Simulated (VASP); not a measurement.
# Mg16O17 (a cell with a defect) (O interstitial hop between voids) in VASP: a series of runs

Runs on Mg16O17 (a cell with a defect) (O interstitial hop between voids). Level: PBE. Tasks: single point.

Everything below comes from runs of VASP 6.6.1. Logs are shortened: lines on timing, memory, paths and dates and some standing lists are left out, and cuts for length are marked.

## Step 1: The cell of the first run

The cell holds a defect, 33 atoms: a = 7.369 Å, b = 7.369 Å, c = 7.369 Å, α = 109.47°, β = 109.47°, γ = 109.47°.

## Step 2: Single point, PBE

The input, INCAR:

```
SYSTEM = Mg16O17
ALGO = Normal
EDIFF = 1E-6
ENCUT = 520
GGA = PE
ISIF = 2
ISMEAR = -1
LASPH = .True.
LCHARG = .False.
LREAL = Auto
LWAVE = .False.
NBANDS = 89
NELECT = 136.0
NELM = 60
PREC = Accurate
SIGMA = 0.01
```

The input, KPOINTS:

```
Automatic mesh
0
Gamma
  1 1 1
  0.25 0.25 0.25
```

The input, POSCAR:

```
Mg16O17
1.0
   -4.2543812300      4.2543812300      4.2543812300
    4.2543812300     -4.2543812300      4.2543812300
    4.2543812300      4.2543812300     -4.2543812300
Mg O
16 17
Direct
    0.0029046756      0.0027539952      0.0035270195
    0.0026347863      0.2569473091      0.7509036425
    0.0047533365      0.4977605877      0.4985290817
    0.0026364927      0.7501250295      0.2577016441
    0.2571074135      0.0025246029      0.7508928948
    0.2434303362      0.2432958546      0.4964464257
    0.2434589272      0.4956782761      0.2440845521
    0.2570661133      0.7501043220      0.0032577617
    0.4978709217      0.0045440713      0.4984968711
    0.4958123935      0.2432695409      0.2440367273
    0.4978777341      0.4977617757      0.0053383085
    0.4976690420      0.7502084835      0.7509592534
    0.7502752188      0.0025322020      0.2577509355
    0.7502840577      0.2569994751      0.0033002475
    0.7501939478      0.4974365504      0.7508073606
    0.7502986665      0.7500904475      0.4982482162
    0.0068016423      0.0066726972      0.5130487758
   -0.0118615392      0.2445236229      0.2452909960
    0.0067909312      0.5122756889      0.0074242584
    0.0662056146      0.7501484341      0.7508800618
    0.2446501689     -0.0120331891      0.2452792610
    0.2446553768      0.2445244894     -0.0112485780
    0.2558741210      0.4936214785      0.7509025204
    0.2558773529      0.7501296901      0.4943735313
    0.5123991211      0.0066719691      0.0074346987
    0.4937250943      0.2557597569      0.7509059238
    0.4343280767      0.4341302886      0.4349311697
    0.4937364258      0.7501255483      0.2565232019
    0.7502432126      0.0660992626      0.7509184588
    0.7502788088      0.2557368994      0.4943659599
    0.7502771802      0.4936018221      0.2565078956
    0.7502550560      0.7501599113      0.0668661342
    0.7502479173      0.7501271217      0.7508869728
```

Potentials or basis: VASP PAW PBE potentials, release 64 (Mg, O).

Launch:

```
cat potpaw_PBE.64/Mg/POTCAR potpaw_PBE.64/O/POTCAR > POTCAR
mpirun -np 1 vasp_std > vasp.out
```

OUTCAR:

```text
SYSTEM = Mg16O17
   EDIFF = 1E-6
   ENCUT = 520
   GGA = PE
   ISIF = 2
   ISMEAR = -1
   LASPH = .True.
   LREAL = Auto
   NELECT = 136.0
   NELM = 60
   PREC = Accurate

 ion  position               nearest neighbor table
   1  0.003  0.003  0.004-  33 1.86  21 2.12  22 2.12  18 2.12  20 2.45  32 2.45  29 2.45  10 2.97
                             6 2.97   7 2.97  12 3.04  16 3.04  15 3.04   4 3.05   8 3.05   2 3.05
   2  0.003  0.257  0.751-  29 1.92  23 2.09  22 2.10  17 2.10  30 2.16  19 2.16  15 2.97  13 2.97
                             8 2.97   7 2.97   3 2.97  11 2.98   6 2.98  14 3.04   9 3.04   1 3.05
   3  0.005  0.498  0.499-  20 1.92  18 2.09  30 2.10  31 2.10  23 2.16  24 2.16  12 2.97   6 2.97
                             7 2.97   2 2.97   4 2.97  13 2.98  14 2.98   8 3.04   5 3.04  16 3.05
   4  0.003  0.750  0.258-  32 1.92  24 2.09  21 2.10  19 2.10  31 2.16  17 2.16  16 2.97  14 2.97
                             6 2.97   5 2.97   3 2.97   9 2.98   7 2.98  11 3.04  13 3.04   1 3.05
   5  0.257  0.003  0.751-  20 1.92  26 2.09  17 2.10  22 2.10  24 2.16  25 2.16  12 2.97  10 2.97
                             9 2.97  14 2.97   4 2.97   6 2.98  11 2.98   3 3.04   8 3.04  16 3.05
   6  0.243  0.243  0.496-  27 1.92  17 2.09  26 2.10  23 2.10  18 2.16  21 2.16   1 2.97   3 2.97
                            13 2.97   4 2.97   9 2.97   5 2.98   2 2.98   7 3.04  10 3.04  15 3.05
   7  0.243  0.496  0.244-  27 1.92  19 2.09  28 2.10  24 2.10  18 2.16  22 2.16   1 2.97   3 2.97
                            11 2.97  14 2.97   2 2.97   8 2.98   4 2.98   6 3.04  10 3.04  16 3.05
   8  0.257  0.750  0.003-  20 1.92  28 2.09  19 2.10  21 2.10  23 2.16  25 2.16  12 2.97  11 2.97
                             2 2.97  10 2.97  13 2.97   9 2.98   7 2.98   3 3.04   5 3.04   1 3.05
   9  0.498  0.005  0.498-  29 1.92  21 2.09  28 2.10  24 2.10  30 2.16  26 2.16  15 2.97  13 2.97
[... 16 lines left out ...]
  18  0.988  0.245  0.245-   3 2.09  13 2.10  14 2.10   1 2.12   6 2.16   7 2.16
  19  0.007  0.512  0.007-   7 2.09   8 2.10   4 2.10  15 2.12  14 2.16   2 2.16
  20  0.066  0.750  0.751-   5 1.92   3 1.92   8 1.92  16 2.45   1 2.45  15 2.45
  21  0.245  0.988  0.245-   9 2.09   4 2.10   8 2.10   1 2.12  10 2.16   6 2.16
  22  0.245  0.245  0.989-  11 2.09   2 2.10   5 2.10   1 2.12   7 2.16  10 2.16
[... 8 lines left out ...]
  31  0.750  0.494  0.257-  14 2.09  10 2.10   3 2.10  16 2.12   4 2.16  11 2.16
  32  0.750  0.750  0.067-  13 1.92  11 1.92   4 1.92  12 2.45   1 2.45  15 2.45
  33  0.750  0.750  0.751-  12 1.86   1 1.86  16 1.86  15 1.86

  LATTYP: Found a body centered cubic cell.
 ALAT       =     8.5087624600

  Lattice vectors:

 A1 = (  -4.2543812300,   4.2543812300,   4.2543812300)
 A2 = (   4.2543812300,  -4.2543812300,   4.2543812300)
 A3 = (   4.2543812300,   4.2543812300,  -4.2543812300)

Analysis of symmetry for initial positions (statically):
=====================================================================
 Subroutine PRICEL returns:
 Original cell was already a primitive cell.

 Routine SETGRP: Setting up the symmetry group for a
 body centered cubic supercell.

 Subroutine GETGRP returns: Found  1 space group operations
 (whereof  1 operations were pure point group operations)
 out of a pool of 48 trial point group operations.

The static configuration has the point symmetry C_1 .

Analysis of symmetry for dynamics (positions and initial velocities):
=====================================================================
 Subroutine PRICEL returns:
 Original cell was already a primitive cell.

 Routine SETGRP: Setting up the symmetry group for a
 body centered cubic supercell.

 Subroutine GETGRP returns: Found  1 space group operations
 (whereof  1 operations were pure point group operations)
 out of a pool of 48 trial point group operations.

The dynamic configuration has the point symmetry C_1 .

 Subroutine INISYM returns: Found  1 space group operations
 (whereof  1 operations are pure point group operations),
 and found     1 'primitive' translations

----------------------------------------------------------------------------------------

                                     Primitive cell

  volume of cell :     308.0131

  direct lattice vectors                    reciprocal lattice vectors
    -4.254381230  4.254381230  4.254381230     0.000000000  0.117525904  0.117525904
     4.254381230 -4.254381230  4.254381230     0.117525904  0.000000000  0.117525904
     4.254381230  4.254381230 -4.254381230     0.117525904  0.117525904  0.000000000

  length of vectors
     7.368804445  7.368804445  7.368804445     0.166206727  0.166206727  0.166206727

  position of ions in fractional coordinates (direct lattice)
     0.002904676  0.002753995  0.003527019
     0.002634786  0.256947309  0.750903642
     0.004753337  0.497760588  0.498529082
     0.002636493  0.750125029  0.257701644
     0.257107414  0.002524603  0.750892895
     0.243430336  0.243295855  0.496446426
[... 25 lines left out ...]
     0.750255056  0.750159911  0.066866134
     0.750247917  0.750127122  0.750886973

  ion indices of the primitive-cell ions
   primitive index   ion index
                 1           1
                 2           2
                 3           3
                 4           4
                 5           5
                 6           6
[... 25 lines left out ...]
                32          32
                33          33

----------------------------------------------------------------------------------------

 KPOINTS: Automatic mesh

Automatic generation of k-mesh.
 Grid dimensions read from file:
 generate k-points for:    1    1    1

 Generating k-lattice:

  Cartesian coordinates                     Fractional coordinates (reciprocal lattice)
     0.000000000  0.117525904  0.117525904     1.000000000  0.000000000  0.000000000
     0.117525904  0.000000000  0.117525904     0.000000000  1.000000000  0.000000000
     0.117525904  0.117525904  0.000000000     0.000000000  0.000000000  1.000000000

  Length of vectors
     0.166206727  0.166206727  0.166206727

  Shift w.r.t. Gamma in fractional coordinates (k-lattice)
     0.250000000  0.250000000  0.250000000

 Subroutine IBZKPT returns following result:
 ===========================================

 Found      1 irreducible k-points:

 Following reciprocal coordinates:
            Coordinates               Weight
  0.250000  0.250000  0.250000      2.000000
   k-points           NKPTS =      1   k-points in BZ     NKDIM =      1   number of bands    NBANDS=     89
   number of dos      NEDOS =    301   number of ions     NIONS =     33
   total plane-waves  NPLWV = 175616
   dimension x,y,z NGX =    56 NGY =   56 NGZ =   56
   dimension x,y,z NGXF=   112 NGYF=  112 NGZF=  112
   ions per type =              16  17
   NGX,Y,Z   is equivalent  to a cutoff of  12.63, 12.63, 12.63 a.u.
   NGXF,Y,Z  is equivalent  to a cutoff of  25.27, 25.27, 25.27 a.u.
 SYSTEM =  Mg16O17
   PREC   = accura    normal or accurate (medium, high low for compatibility)
   ISTART =      0    job   : 0-new  1-cont  2-samecut
   ICHARG =      2    charge: 1-file 2-atom 10-const
   ISPIN  =      1    spin polarized calculation?
   LNONCOLLINEAR =      F non collinear calculations
   LSORBIT =      F    spin-orbit coupling
   LASPH  =      T    aspherical Exc in radial PAW
   ENCUT  =  520.0 eV  38.22 Ry    6.18 a.u.  13.70 13.70 13.70*2*pi/ulx,y,z
   NELM   =     60;   NELMIN=  2; NELMDL= -5     # of ELM steps
   EDIFF  = 0.1E-05   stopping-criterion for ELM
   LREAL  =      T    real-space projection
   EDIFFG = 0.1E-04   stopping-criterion for IOM
   NSW    =      0    number of steps for IOM
   IBRION =     -1    ionic relax: 0-MD 1-quasi-New 2-CG
   NFREE  =      0    steps in history (QN), initial steepest desc. (CG)
   ISIF   =      2    stress and relaxation
   ISYM   =      2    0-nonsym 1-usesym 2-fastsym
   POTIM  = 0.5000    time-step for ionic-motion
   TEBEG  =    0.0;   TEEND  =   0.0 temperature during run
   PSTRESS=    0.0 pullay stress
   NELECT =     136.0000    total number of electrons
   NUPDOWN=      -1.0000    fix difference up-down
   EMIN   =  10.00;   EMAX   =-10.00  energy-range for DOS
   EFERMI =   0.00;   METHOD = LEGACY
   ISMEAR =    -1;   SIGMA  =   0.01  broadening in eV -4-tet -1-fermi 0-gaus
   EFERMI_NEDOS =   21; number of points for ismear=-14 and -15
   IALGO  =     38    algorithm
   IMIX   =      4    mixing-type and parameters
     AMIX     =   0.40;   BMIX     =  1.00
     AMIX_MAG =   1.60;   BMIX_MAG =  1.00
  volume/ion in A,a.u.               =       9.33        62.99
  Fermi-wavevector in a.u.,A,eV,Ry     =   1.246612  2.355756 21.144027  1.554042
  Thomas-Fermi vector in A             =   2.380782
   LORBIT       =      0    0 simple, 1 ext, 2 COOP (PROOUT), +10 PAW based schemes
   GGA     = PE    functional components
   LHFCALC =     F    Hartree Fock is set to
   AEXX    =    0.0000 exact exchange contribution
   IVDW    =     0    specifies the selected vdW correction
   LEPSILON=     F    determine dielectric tensor
   LRPA    =     F    only Hartree local field effects (RPA)
 non-spin polarized calculation
  energy-cutoff  :      520.00
  volume of cell :      308.01
 maximum number of plane-waves:      8280
 NGX is ok and might be reduce to    54
   NGX = 27   NGY = 27   NGZ = 27

 number of electron     136.0000000 magnetization

 Free energy of the ion-electron system (eV)
  ---------------------------------------------------
  ext. energy  EPLUGINS =         0.00000000
  ---------------------------------------------------
  free energy    TOTEN  =      -180.73784428 eV

  energy without entropy =     -180.73784428  energy(sigma->0) =     -180.73784428

 E-fermi :   5.1704     XC(G=0): -11.1370

 val. band max:        4.9000846554   @ k =   0.2500   0.2500   0.2500
 cond. band min:       9.9179209646   @ k =   0.2500   0.2500   0.2500
 fundamental gap:      5.0178363092
 Fermi energy:         5.1703731901

 k-point     1 :       0.2500    0.2500    0.2500
  band No.  band energies     occupation
      1     -13.7519      2.00000
      2     -13.7517      2.00000
      3     -13.7515      2.00000
      4     -13.4309      2.00000
      5     -12.9974      2.00000
      6     -12.9973      2.00000
[... 72 lines left out ...]
     79      12.6510      0.00000
     80      12.6512      0.00000
 [bands above 80 left out]

------------------------ aborting loop because EDIFF is reached ----------------------------------------

  FORCE on cell =-STRESS in cart. coord.  units (eV):
  Direction    XX          YY          ZZ          XY          YZ          ZX
  --------------------------------------------------------------------------------------
  -------------------------------------------------------------------------------------
  Total       37.2551448     37.2245325     37.2308730     -0.0001286      0.0029403      0.0021269
  in kB      193.7883364    193.6291023    193.6620832     -0.0006688      0.0152945      0.0110631
  external PRESSURE =     193.6931740 kB  Pullay stress =       0.0000000 kB

 VOLUME and BASIS-vectors are now :
 -----------------------------------------------------------------------------
  energy-cutoff  :      520.00
  volume of cell :      308.01
      direct lattice vectors                 reciprocal lattice vectors
    -4.254381230  4.254381230  4.254381230     0.000000000  0.117525904  0.117525904
     4.254381230 -4.254381230  4.254381230     0.117525904  0.000000000  0.117525904
     4.254381230  4.254381230 -4.254381230     0.117525904  0.117525904  0.000000000

 POSITION                                       TOTAL-FORCE (eV/Angst)
 -----------------------------------------------------------------------------------
      0.01436      0.01565      0.00907        -0.004273     -0.004460     -0.003907
      4.27657      2.11269     -2.09027        -0.001449      0.001339     -0.002053
      4.21837      0.02349      0.01695         0.003073     -0.002216     -0.001781
      4.27646     -2.08374      2.10617        -0.000633     -0.000737      0.000805
      2.11149      4.27768     -2.09001         0.002018     -0.001894     -0.002751
      2.11150      2.11264     -0.04135         0.001480      0.000924      0.002928
[... 25 lines left out ...]
      0.28407      0.28488      6.09886         0.002762      0.003203     -0.004104
      3.19405      3.19507      3.18861        -0.003818     -0.004240      0.002297
 -----------------------------------------------------------------------------------
    total drift:                               -0.006900     -0.002578      0.004705

  FREE ENERGIE OF THE ION-ELECTRON SYSTEM (eV)
  ---------------------------------------------------
  free  energy   TOTEN  =      -180.7378442849 eV

  energy  without entropy=     -180.7378442849  energy(sigma->0) =     -180.73784428
```

It took 68 s on 1 thread of AMD EPYC 9R14 (Zen 4), shared host; peak memory 0.37 GiB.

Results:

```yaml
Free_energy: -180.7378 eV
Largest_force: 0.016 eV/Å
```

Forces in eV/Å, atoms in the order of the input:
```
Mg  -0.004 -0.004 -0.004
Mg  -0.001  0.001 -0.002
Mg   0.003 -0.002 -0.002
Mg  -0.001 -0.001  0.001
Mg   0.002 -0.002 -0.003
Mg   0.001  0.001  0.003
Mg   0.002  0.002  0.002
Mg   0.001 -0.003 -0.001
Mg  -0.001  0.002 -0.001
Mg   0.003  0.001  0.002
Mg  -0.001 -0.001  0.001
Mg  -0.004  0.003  0.004
Mg  -0.001 -0.001  0.001
Mg  -0.003  0.001 -0.002
Mg   0.005 -0.003  0.005
Mg   0.005  0.004 -0.004
O    0.000  0.001  0.014
O    0.015  0.003  0.003
O   -0.002  0.015  0.000
O   -0.006  0.005  0.004
O    0.001  0.015  0.003
O    0.003  0.002  0.014
O    0.001 -0.001 -0.014
O    0.001 -0.015 -0.002
O    0.015 -0.001  0.001
O   -0.003  0.003 -0.014
O   -0.004 -0.006 -0.004
O    0.001 -0.015 -0.001
O    0.003 -0.005  0.004
O   -0.014  0.001 -0.003
O   -0.015  0.000 -0.001
O    0.003  0.003 -0.004
O   -0.004 -0.004  0.002
```

Caveat: the k points lie up to 1.04 Å⁻¹ apart; the cell carries a net charge on a neutralising background, which shifts energy and pressure; the cell is charged against a uniform background, so pressure and absolute levels hang on convention.

## Step 3: Single point, PBE

The input, INCAR:

```
SYSTEM = Mg16O17
  PREC = Accurate
  ENCUT = 520
  EDIFF = 1E-6
  ISMEAR = -1
  SIGMA = 0.01
  LREAL = Auto
  LASPH = .TRUE.
  NELM = 60
  ALGO = Normal
  ISIF = 2
  LWAVE = .FALSE.
  LCHARG = .FALSE.
  GGA = PE
  NELECT = 136.0
  NBANDS = 89
```

KPOINTS is that of step 2.

The input, POSCAR:

```
Mg16O17
1.0
   -4.2543812300      4.2543812300      4.2543812300
    4.2543812300     -4.2543812300      4.2543812300
    4.2543812300      4.2543812300     -4.2543812300
Mg O
16 17
Direct
    0.0071636996      0.0071237089      0.0047607062
   -0.0065525564      0.2478848768      0.7503035575
   -0.0065708921      0.5002580626      0.4979170496
    0.0071517070      0.7547301784      0.2571688660
    0.2479115100     -0.0066174262      0.7502796671
    0.2476652689      0.2475693459      0.4975884142
    0.2479029618      0.5002390970      0.2434236573
    0.2458046825      0.7526602028      0.0027071005
    0.5002998313     -0.0066552529      0.4979124691
    0.5003038716      0.2478519869      0.2434120013
    0.5003061190      0.5003031942      0.0029890812
    0.5003095875      0.7529447538      0.7503611605
    0.7548093109      0.0071509846      0.2572117777
    0.7526897307      0.2457572845      0.0026694968
    0.7529509076      0.5002181950      0.7502726573
    0.7526855465      0.7526263871      0.4958025336
    0.0059250558      0.0058990860      0.5124732313
    0.0059014815      0.2624412195      0.2559031815
   -0.0053168963      0.5002507485      0.0068415317
   -0.0053056543      0.7568289301      0.7502855474
    0.2624750803      0.0058724230      0.2559194397
    0.2437510034      0.2437033128     -0.0118611304
    0.1843697156      0.5002971790      0.7503282058
    0.2437683843      0.7380910223      0.4937587513
    0.5003083648     -0.0053447127      0.0068649196
    0.5002981886      0.1842793247      0.7502756744
    0.5002985570      0.5002310288      0.4343286365
    0.5002977992      0.7568217118      0.2446790794
    0.7568457648     -0.0053634427      0.7502907011
    0.7381390956      0.2437283508      0.4937647227
    0.7568624053      0.5002724768      0.2446721371
    0.8162455430      0.8162197554      0.0662538186
    0.5002929566      0.5002422618      0.7502919915
```

Potentials or basis: VASP PAW PBE potentials, release 64 (Mg, O).

Launch:

```
cat potpaw_PBE.64/Mg/POTCAR potpaw_PBE.64/O/POTCAR > POTCAR
mpirun -np 1 vasp_std > vasp.out
```

Wall time 72 s (1 thread of AMD EPYC 9R14 (Zen 4), shared host); peak memory 0.36 GiB.

It converged, with:

| Quantity | Value |
| --- | --- |
| Free energy | -180.7378 eV |
| Largest force | 0.016 eV/Å |

Forces on the atoms (eV/Å):
```
Mg  -0.003 -0.003 -0.007
Mg  -0.003  0.003  0.005
Mg  -0.003  0.006  0.004
Mg  -0.004 -0.005 -0.002
Mg   0.004 -0.003  0.005
Mg   0.009  0.007  0.007
Mg   0.004  0.005 -0.003
Mg  -0.007  0.002  0.003
Mg   0.006 -0.004  0.003
Mg   0.006  0.002 -0.003
Mg  -0.009 -0.008  0.006
Mg  -0.009  0.007 -0.008
Mg  -0.006 -0.004 -0.002
Mg   0.004 -0.007  0.002
Mg   0.008 -0.008 -0.007
Mg   0.004  0.003 -0.006
O   -0.003 -0.003 -0.014
O   -0.004 -0.011 -0.004
O   -0.002  0.015  0.003
O   -0.003  0.004  0.013
O   -0.014 -0.003 -0.003
O    0.004  0.003 -0.012
O    0.007 -0.007 -0.007
O    0.004 -0.014  0.003
O    0.015 -0.003  0.003
O   -0.006  0.006 -0.006
O   -0.006 -0.007  0.007
O    0.014  0.005 -0.004
O    0.002 -0.002  0.015
O   -0.014  0.004  0.004
O    0.004  0.015 -0.004
O    0.007  0.006  0.007
O   -0.001 -0.001 -0.001
```

Levels at points of the mesh, in eV from the Fermi level:
| k point | band 64 | band 65 | band 66 | band 67 | band 68 | band 69 | band 70 | band 71 | band 72 | band 73 |
| --- | --- | --- | --- | --- | --- | --- | --- | --- | --- | --- |
| (0.25, 0.25, 0.25) | -2.15 | -1.81 | -0.28 | -0.28 | -0.28 | 4.73 | 4.73 | 4.73 | 5.26 | 6.96 |

Caveat: the k points lie up to 1.04 Å⁻¹ apart; the cell carries a net charge on a neutralising background, which shifts energy and pressure; the cell is charged against a uniform background, so pressure and absolute levels hang on convention.

(Continued in part 2 of 3.)
